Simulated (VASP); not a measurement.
# TiC (I4/mmm) in VASP: a series of runs

Runs on TiC. Level: PBE. Tasks: single point.

All numbers are computed with VASP 6.6.1; they aren't measurements. Logs are shortened: lines on timing, memory, paths and dates and some standing lists are left out, and cuts for length are marked.

## Step 1: The cell of the first run

It takes space group I4/mmm (No. 139, tetragonal). Conventional cell: a = 3.014 Å, b = 3.014 Å, c = 4.458 Å, α = 90.00°, β = 90.00°, γ = 90.00°. Ti (site symmetry 4/mmm) has 6 C at 2.13 to 2.23 Å within 2.8 Å. C (site symmetry 4/mmm) has 6 Ti at 2.13 to 2.23 Å within 2.8 Å.

## Step 2: Single point, PBE (strain -0.015 along x and y, +0.030 along z)

File INCAR:

```
PREC = Accurate
ENCUT = 520
EDIFF = 1E-6
ISMEAR = 0
SIGMA = 0.15
LREAL = False
LASPH = True
NELM = 60
ALGO = Normal
ISIF = 2
LWAVE = False
LCHARG = True
GGA = PE
LELF = True
LVHAR = True
NBANDS = 15
```

File KPOINTS:

```
regular mesh
0
Gamma
  18 18 18
```

File POSCAR:

```
TiC
1.0
    0.0000000000      2.1315400000      2.2289200000
    2.1315400000      0.0000000000      2.2289200000
    2.1315400000      2.1315400000      0.0000000000
Ti C
1 1
Direct
    0.0000000000      0.0000000000      0.0000000000
    0.5000000000      0.5000000000      0.5000000000
```

Potentials or basis: VASP PAW PBE potentials, release 64 (Ti_sv, C).

Launch:

```console
> cat potpaw_PBE.64/Ti_sv/POTCAR potpaw_PBE.64/C/POTCAR > POTCAR
> mpirun -np 1 vasp_std > vasp.out
```

OUTCAR:

```text
PREC = Accurate
   ENCUT = 520
   EDIFF = 1E-6
   ISMEAR = 0
   LREAL = False
   LASPH = True
   NELM = 60
   ISIF = 2
   GGA = PE

 ion  position               nearest neighbor table
   1  0.000  0.000  0.000-   2 2.13   2 2.13   2 2.13   2 2.13   2 2.23   2 2.23
   2  0.500  0.500  0.500-   1 2.13   1 2.13   1 2.13   1 2.13   1 2.23   1 2.23

  LATTYP: Found a body centered tetragonal cell.
 ALAT       =     3.0144527767
 C/A-ratio  =     1.4788223038

  Lattice vectors:

 A1 = (  -2.1315400000,   0.0000000000,   2.2289200000)
 A2 = (   2.1315400000,   0.0000000000,   2.2289200000)
 A3 = (   0.0000000000,   2.1315400000,  -2.2289200000)

Analysis of symmetry for initial positions (statically):
=====================================================================
 Subroutine PRICEL returns:
 Original cell was already a primitive cell.

 Routine SETGRP: Setting up the symmetry group for a
 body centered tetragonal supercell.

 Subroutine GETGRP returns: Found 16 space group operations
 (whereof 16 operations were pure point group operations)
 out of a pool of 16 trial point group operations.

The static configuration has the point symmetry D_4h.

Analysis of symmetry for dynamics (positions and initial velocities):
=====================================================================
 Subroutine PRICEL returns:
 Original cell was already a primitive cell.

 Routine SETGRP: Setting up the symmetry group for a
 body centered tetragonal supercell.

 Subroutine GETGRP returns: Found 16 space group operations
 (whereof 16 operations were pure point group operations)
 out of a pool of 16 trial point group operations.

The dynamic configuration has the point symmetry D_4h.

 Subroutine INISYM returns: Found 16 space group operations
 (whereof 16 operations are pure point group operations),
 and found     1 'primitive' translations

----------------------------------------------------------------------------------------

                                     Primitive cell

  volume of cell :      20.2540

  direct lattice vectors                    reciprocal lattice vectors
     0.000000000  2.131540000  2.228920000    -0.234572187  0.234572187  0.224323888
     2.131540000  0.000000000  2.228920000     0.234572187 -0.234572187  0.224323888
     2.131540000  2.131540000  0.000000000     0.234572187  0.234572187 -0.224323888

  length of vectors
     3.084079626  3.084079626  3.014452777     0.400461520  0.400461520  0.400461520

  position of ions in fractional coordinates (direct lattice)
     0.000000000  0.000000000  0.000000000
     0.500000000  0.500000000  0.500000000

  ion indices of the primitive-cell ions
   primitive index   ion index
                 1           1
                 2           2

----------------------------------------------------------------------------------------

 KPOINTS: regular mesh

Automatic generation of k-mesh.
 Grid dimensions read from file:
 generate k-points for:   18   18   18

 Generating k-lattice:

  Cartesian coordinates                     Fractional coordinates (reciprocal lattice)
    -0.013031788  0.013031788  0.012462438     0.055555556  0.000000000  0.000000000
     0.013031788 -0.013031788  0.012462438     0.000000000  0.055555556  0.000000000
     0.013031788  0.013031788 -0.012462438     0.000000000  0.000000000  0.055555556

  Length of vectors
     0.022247862  0.022247862  0.022247862

  Shift w.r.t. Gamma in fractional coordinates (k-lattice)
     0.000000000  0.000000000  0.000000000

 Subroutine IBZKPT returns following result:
 ===========================================

 Found    480 irreducible k-points:

 Following reciprocal coordinates:
            Coordinates               Weight
  0.000000  0.000000  0.000000      1.000000
  0.055556  0.000000  0.000000      8.000000
  0.111111  0.000000  0.000000      8.000000
  0.166667  0.000000  0.000000      8.000000
  0.222222  0.000000  0.000000      8.000000
  0.277778  0.000000  0.000000      8.000000
[... 16 lines left out ...]
 -0.277778  0.055556  0.000000      8.000000
 -0.222222  0.055556  0.000000      8.000000
 [... further k-points ...]
   k-points           NKPTS =    480   k-points in BZ     NKDIM =    480   number of bands    NBANDS=     15
   number of dos      NEDOS =    301   number of ions     NIONS =      2
   total plane-waves  NPLWV =  13824
   dimension x,y,z NGX =    24 NGY =   24 NGZ =   24
   dimension x,y,z NGXF=    48 NGYF=   48 NGZF=   48
   ions per type =               1   1
   NGX,Y,Z   is equivalent  to a cutoff of  12.94, 12.94, 13.24 a.u.
   NGXF,Y,Z  is equivalent  to a cutoff of  25.87, 25.87, 26.47 a.u.
 SYSTEM =  unknown system
   PREC   = accura    normal or accurate (medium, high low for compatibility)
   ISTART =      0    job   : 0-new  1-cont  2-samecut
   ICHARG =      2    charge: 1-file 2-atom 10-const
   ISPIN  =      1    spin polarized calculation?
   LNONCOLLINEAR =      F non collinear calculations
   LSORBIT =      F    spin-orbit coupling
   LASPH  =      T    aspherical Exc in radial PAW
   ENCUT  =  520.0 eV  38.22 Ry    6.18 a.u.   5.73  5.73  5.60*2*pi/ulx,y,z
   NELM   =     60;   NELMIN=  2; NELMDL= -5     # of ELM steps
   EDIFF  = 0.1E-05   stopping-criterion for ELM
   LREAL  =      F    real-space projection
   EDIFFG = 0.1E-04   stopping-criterion for IOM
   NSW    =      0    number of steps for IOM
   IBRION =     -1    ionic relax: 0-MD 1-quasi-New 2-CG
   NFREE  =      0    steps in history (QN), initial steepest desc. (CG)
   ISIF   =      2    stress and relaxation
   ISYM   =      2    0-nonsym 1-usesym 2-fastsym
   POTIM  = 0.5000    time-step for ionic-motion
   TEBEG  =    0.0;   TEEND  =   0.0 temperature during run
   PSTRESS=    0.0 pullay stress
   NELECT =      16.0000    total number of electrons
   NUPDOWN=      -1.0000    fix difference up-down
   EMIN   =  10.00;   EMAX   =-10.00  energy-range for DOS
   EFERMI =   0.00;   METHOD = LEGACY
   ISMEAR =     0;   SIGMA  =   0.15  broadening in eV -4-tet -1-fermi 0-gaus
   EFERMI_NEDOS =   21; number of points for ismear=-14 and -15
   IALGO  =     38    algorithm
   IMIX   =      4    mixing-type and parameters
     AMIX     =   0.40;   BMIX     =  1.00
     AMIX_MAG =   1.60;   BMIX_MAG =  1.00
  volume/ion in A,a.u.               =      10.13        68.34
  Fermi-wavevector in a.u.,A,eV,Ry     =   1.513367  2.859849 31.161159  2.290281
  Thomas-Fermi vector in A             =   2.623168
   LORBIT       =      0    0 simple, 1 ext, 2 COOP (PROOUT), +10 PAW based schemes
   GGA     = PE    functional components
   LHFCALC =     F    Hartree Fock is set to
   AEXX    =    0.0000 exact exchange contribution
   IVDW    =     0    specifies the selected vdW correction
   LEPSILON=     F    determine dielectric tensor
   LRPA    =     F    only Hartree local field effects (RPA)
 non-spin polarized calculation
 Gauss-broadening in eV      SIGMA  =   0.15
  energy-cutoff  :      520.00
  volume of cell :       20.25
 maximum number of plane-waves:       555
   NGX = 11   NGY = 11   NGZ = 11

 number of electron      16.0000001 magnetization

 Free energy of the ion-electron system (eV)
  ---------------------------------------------------
  ext. energy  EPLUGINS =         0.00000000
  ---------------------------------------------------
  free energy    TOTEN  =       -18.67852763 eV

  energy without entropy =      -18.67513539  energy(sigma->0) =      -18.67683151

 E-fermi :   9.4586     XC(G=0): -12.7097

 val. band max:        9.4455925638   @ k =   0.1667   0.1111   0.0000
 cond. band min:       9.4698268315   @ k =   0.1111   0.0000   0.1111
 fundamental gap:      0.0242342678
 Fermi energy:         9.4585654777

 k-point     1 :       0.0000    0.0000    0.0000
  band No.  band energies     occupation
      1     -47.1237      2.00000
      2     -23.1944      2.00000
      3     -23.1238      2.00000
      4     -23.1238      2.00000
      5      -2.9637      2.00000
      6       9.9290      0.00001
      7      10.2629      0.00000
      8      10.2629      0.00000
      9      10.9571      0.00000
     10      11.0195      0.00000
     11      11.1865      0.00000
     12      11.1865      0.00000
     13      11.3376      0.00000
     14      20.0253      0.00000
     15      23.5152      0.00000

 k-point     2 :       0.0556    0.0000    0.0000
  band No.  band energies     occupation
      1     -47.1215      2.00000
      2     -23.2007      2.00000
      3     -23.1352      2.00000
      4     -23.1247      2.00000
      5      -2.8932      2.00000
      6       9.7156      0.01538
      7       9.9116      0.00002
      8      10.1256      0.00000
      9      10.4450      0.00000
     10      10.5747      0.00000
     11      11.3405      0.00000
     12      11.8841      0.00000
     13      12.1877      0.00000
     14      20.1523      0.00000
     15      23.5445      0.00000

 k-point     3 :       0.1111    0.0000    0.0000
  band No.  band energies     occupation
      1     -47.1151      2.00000
      2     -23.2269      2.00000
      3     -23.1601      2.00000
      4     -23.1275      2.00000
      5      -2.6853      2.00000
      6       9.0180      1.99997
      7       9.2281      1.97020
      8       9.4423      1.12182
      9      10.4690      0.00000
     10      10.5847      0.00000
     11      11.6396      0.00000
     12      12.8026      0.00000
     13      13.1568      0.00000
     14      20.4759      0.00000
     15      23.5712      0.00000
[... 343 lines left out ...]
 k-point    23 :      -0.2778    0.0556    0.0000
  band No.  band energies     occupation
      1     -47.0741      2.00000
      2     -23.4770      2.00000
      3     -23.2337      2.00000
      4     -23.1373      2.00000
      5      -1.1028      2.00000
      6       5.8644      2.00000
      7       7.2444      2.00000
      8       7.3130      2.00000
      9      11.3762      0.00000
     10      11.6989      0.00000
     11      12.7125      0.00000
     12      15.1783      0.00000
     13      16.7624      0.00000
     14      20.1406      0.00000
     15      24.1255      0.00000

 k-point    24 :      -0.2222    0.0556    0.0000
  band No.  band energies     occupation
      1     -47.0867      2.00000
      2     -23.3921      2.00000
      3     -23.2233      2.00000
      4     -23.1315      2.00000
      5      -1.6548      2.00000
      6       6.7799      2.00000
      7       7.6945      2.00000
      8       7.7933      2.00000
      9      11.0395      0.00000
     10      11.3551      0.00000
     11      12.4196      0.00000
     12      14.3821      0.00000
     13      15.9532      0.00000
     14      20.8226      0.00000
     15      23.6067      0.00000

 [... further k-points ...]

------------------------ aborting loop because EDIFF is reached ----------------------------------------

  FORCE on cell =-STRESS in cart. coord.  units (eV):
  Direction    XX          YY          ZZ          XY          YZ          ZX
  --------------------------------------------------------------------------------------
  -------------------------------------------------------------------------------------
  Total        0.9792889      0.9792889     -1.1305439      0.0000000      0.0000000      0.0000000
  in kB       77.4657886     77.4657886    -89.4306867      0.0000000      0.0000000      0.0000000
  external PRESSURE =      21.8336302 kB  Pullay stress =       0.0000000 kB

 VOLUME and BASIS-vectors are now :
 -----------------------------------------------------------------------------
  energy-cutoff  :      520.00
  volume of cell :       20.25
      direct lattice vectors                 reciprocal lattice vectors
     0.000000000  2.131540000  2.228920000    -0.234572187  0.234572187  0.224323888
     2.131540000  0.000000000  2.228920000     0.234572187 -0.234572187  0.224323888
     2.131540000  2.131540000  0.000000000     0.234572187  0.234572187 -0.224323888

 POSITION                                       TOTAL-FORCE (eV/Angst)
 -----------------------------------------------------------------------------------
      0.00000      0.00000      0.00000         0.000000     -0.000000     -0.000000
      2.13154      2.13154      2.22892        -0.000000      0.000000      0.000000
 -----------------------------------------------------------------------------------
    total drift:                                0.000000     -0.000000     -0.000000

  FREE ENERGIE OF THE ION-ELECTRON SYSTEM (eV)
  ---------------------------------------------------
  free  energy   TOTEN  =       -18.6785276290 eV

  energy  without entropy=      -18.6751353888  energy(sigma->0) =      -18.67683151
```

Run time: 5.3 min. Hardware: 1 thread of AMD EPYC 7R13, shared host; peak memory 0.23 GiB.

Results:

```yaml
Free_energy: -18.6785 eV
Pressure: 2.2 GPa
Band_gap_on_the_k_mesh: zero (band 8 reaches 10.26 eV, above the bottom of band 9 at 8.91 eV)
```

Stress tensor (GPa, compression positive):
```
 7.75  0.00  0.00
 0.00  7.75  0.00
 0.00  0.00 -8.94
```

Caveat: the cell differs from its parent crystal (strain -0.015 along x and y, +0.030 along z).

## Step 3: Single point, PBE (strain +0.000 along x and y, +0.015 along z)

File INCAR:

```
SYSTEM = TiC
  ALGO = Normal
  EDIFF = 1E-7
  ENCUT = 520
  GGA = PE
  ISIF = 2
  ISMEAR = 0
  LASPH = .TRUE.
  LCHARG = .FALSE.
  LREAL = .FALSE.
  LWAVE = .FALSE.
  NBANDS = 15
  NELM = 60
  PREC = Accurate
  SIGMA = 0.15
```

File KPOINTS:

```
k-points
0
G
  18 18 18
  0 0 0
```

File POSCAR:

```
TiC
1.0
    0.0000000000      2.1640000000      2.1964600000
    2.1640000000      0.0000000000      2.1964600000
    2.1640000000      2.1640000000      0.0000000000
Ti C
1 1
Direct
    0.0000000000      0.0000000000      0.0000000000
    0.5000000000      0.5000000000      0.5000000000
```

Potentials or basis: VASP PAW PBE potentials, release 64 (Ti_sv, C).

Launch:

```console
> cat potpaw_PBE.64/Ti_sv/POTCAR potpaw_PBE.64/C/POTCAR > POTCAR
> mpirun -np 1 vasp_std > vasp.out
```

It took 6 min on 1 thread of AMD EPYC 7R13, shared host; peak memory 0.23 GiB.

It converged, with:

| Property | Result |
| --- | --- |
| Free energy | -18.7059 eV |
| Pressure | -2.5 GPa |
| Band gap on the k mesh | zero (band 8 reaches 9.99 eV, above the bottom of band 9 at 8.81 eV) |

Stress tensor (GPa, compression positive):
```
-0.67  0.00  0.00
 0.00 -0.67  0.00
 0.00  0.00 -6.07
```

Levels at points of the mesh, in eV from the Fermi level:
| k point | band 4 | band 5 | band 6 | band 7 | band 8 | band 9 | band 10 | band 11 | band 12 | band 13 |
| --- | --- | --- | --- | --- | --- | --- | --- | --- | --- | --- |
| (0.00, 0.00, 0.00) | -32.66 | -12.34 | 0.61 | 0.72 | 0.72 | 1.62 | 1.62 | 1.67 | 1.67 | 1.73 |
| (0.50, 0.00, 0.00) | -32.70 | -8.93 | -5.79 | -2.88 | -2.85 | 2.83 | 2.89 | 4.02 | 7.91 | 8.13 |
| (0.50, 0.50, 0.00) | -32.81 | -10.09 | -3.53 | -1.57 | 0.02 | 0.02 | 2.65 | 3.44 | 3.44 | 5.58 |
| (0.50, 0.00, 0.50) | -32.83 | -10.06 | -3.37 | -1.59 | -0.09 | -0.09 | 2.65 | 3.40 | 3.50 | 5.72 |

Caveat: the cell differs from its parent crystal (strain +0.000 along x and y, +0.015 along z).

## Step 4: Single point, PBE (strain +0.000 along x and y, +0.030 along z)

File INCAR:

```
SYSTEM = TiC
ALGO = Normal
EDIFF = 1E-6
ENCUT = 520
GGA = PE
ISIF = 2
ISMEAR = 0
LASPH = .TRUE.
LCHARG = .TRUE.
LELF = .TRUE.
LREAL = .FALSE.
LVHAR = .TRUE.
LWAVE = .FALSE.
NBANDS = 15
NELM = 100
PREC = Accurate
SIGMA = 0.15
```

KPOINTS is that of step 3.

File POSCAR:

```
TiC
1.0
    0.0000000000      2.1640000000      2.2289200000
    2.1640000000      0.0000000000      2.2289200000
    2.1640000000      2.1640000000      0.0000000000
Ti C
1 1
Direct
    0.0000000000      0.0000000000      0.0000000000
    0.5000000000      0.5000000000      0.5000000000
```

Launch:

```console
> cat potpaw_PBE.64/Ti_sv/POTCAR potpaw_PBE.64/C/POTCAR > POTCAR
> mpirun -np 1 vasp_std > vasp.out
```

Run time: 5.5 min. Hardware: 1 thread of AMD EPYC 7R13, shared host; peak memory 0.24 GiB.

It converged, with:

```yaml
Free_energy: -18.6887 eV
Pressure: -5.7 GPa
Band_gap_on_the_k_mesh: zero (band 8 reaches 9.85 eV, above the bottom of band 9 at 8.60 eV)
```

Stress tensor (GPa, compression positive):
```
 -2.45   0.00   0.00
  0.00  -2.45   0.00
  0.00   0.00 -12.18
```

Levels at points of the mesh, in eV from the Fermi level:
| k point | band 5 | band 6 | band 7 | band 8 | band 9 | band 10 | band 11 | band 12 |
| --- | --- | --- | --- | --- | --- | --- | --- | --- |
| (0.00, 0.00, 0.00) | -12.28 | 0.54 | 0.75 | 0.75 | 1.52 | 1.57 | 1.67 | 1.67 |
| (0.50, 0.00, 0.00) | -8.92 | -5.72 | -2.85 | -2.80 | 2.74 | 2.86 | 3.95 | 7.67 |
| (0.50, 0.50, 0.00) | -10.06 | -3.61 | -1.51 | 0.08 | 0.08 | 2.60 | 3.36 | 3.36 |
| (0.50, 0.00, 0.50) | -10.00 | -3.31 | -1.56 | -0.13 | -0.13 | 2.59 | 3.29 | 3.48 |

Caveat: the cell differs from its parent crystal (strain +0.000 along x and y, +0.030 along z).

## Step 5: Single point, PBE (strain +0.030 along x and y, +0.000 along z)

File INCAR:

```
PREC = Accurate ; ENCUT = 520
EDIFF = 1E-6 ; ISMEAR = 0
SIGMA = 0.15 ; LREAL = F
LASPH = T ; NELM = 100
ALGO = Normal ; ISIF = 2
LWAVE = F ; LCHARG = F
GGA = PE ; NBANDS = 15
```

File KPOINTS:

```
Automatic mesh
0
Gamma
  18 18 18
```

File POSCAR:

```
TiC
1.0
    0.0000000000      2.2289200000      2.1640000000
    2.2289200000      0.0000000000      2.1640000000
    2.2289200000      2.2289200000      0.0000000000
Ti C
1 1
Direct
    0.0000000000      0.0000000000      0.0000000000
    0.5000000000      0.5000000000      0.5000000000
```

Launch:

```console
> cat potpaw_PBE.64/Ti_sv/POTCAR potpaw_PBE.64/C/POTCAR > POTCAR
> mpirun -np 1 vasp_std > vasp.out
```

Wall time 5.6 min (1 thread of AMD EPYC 7R13, shared host); peak memory 0.24 GiB.

Results (log left out):

| Quantity | Value |
| --- | --- |
| Free energy | -18.6538 eV |
| Pressure | -12.0 GPa |
| Band gap on the k mesh | zero (band 8 reaches 9.56 eV, above the bottom of band 9 at 8.18 eV) |

Stress tensor (GPa, compression positive):
```
-15.10   0.00   0.00
  0.00 -15.10   0.00
  0.00   0.00  -5.74
```

Levels at points of the mesh, in eV from the Fermi level:
```tsv
k point	band 4	band 5	band 6	band 7	band 8	band 9	band 10	band 11	band 12	band 13
(0.00, 0.00, 0.00)	-32.78	-12.14	0.60	0.60	0.79	1.48	1.57	1.57	1.66	1.67
(0.50, 0.00, 0.00)	-32.82	-8.92	-5.59	-2.75	-2.71	2.63	2.75	3.79	7.41	7.82
(0.50, 0.50, 0.00)	-32.97	-9.87	-3.18	-1.49	-0.22	-0.22	2.50	3.25	3.25	5.45
(0.50, 0.00, 0.50)	-32.92	-9.93	-3.48	-1.44	-0.01	-0.01	2.48	3.14	3.31	5.19
```

Caveat: the cell differs from its parent crystal (strain +0.030 along x and y, +0.000 along z).

## Step 6: Overview

```tsv
cell	gap on the mesh (eV)	pressure (GPa)
a = 3.084, b = 3.084, c = 3.014 Å, angles 60.7, 60.7, 58.5°, 2 atoms	none	2.2
a = 3.083, b = 3.083, c = 3.060 Å, angles 60.2, 60.2, 59.5°, 2 atoms	none	-2.5
a = 3.107, b = 3.107, c = 3.060 Å, angles 60.5, 60.5, 59.0°, 2 atoms	none	-5.7
a = 3.107, b = 3.107, c = 3.152 Å, angles 59.5, 59.5, 61.0°, 2 atoms	none	-12.0
```

Alike in all rows: task single point; level PBE; potentials or basis VASP PAW PBE potentials, release 64 (Ti_sv, C); no spin polarisation; k mesh 18 × 18 × 18; cutoff (eV) 520; smearing gaussian 0.15 eV.

Total energies depend on the potentials used, so only differences within one code and one set of settings carry meaning.
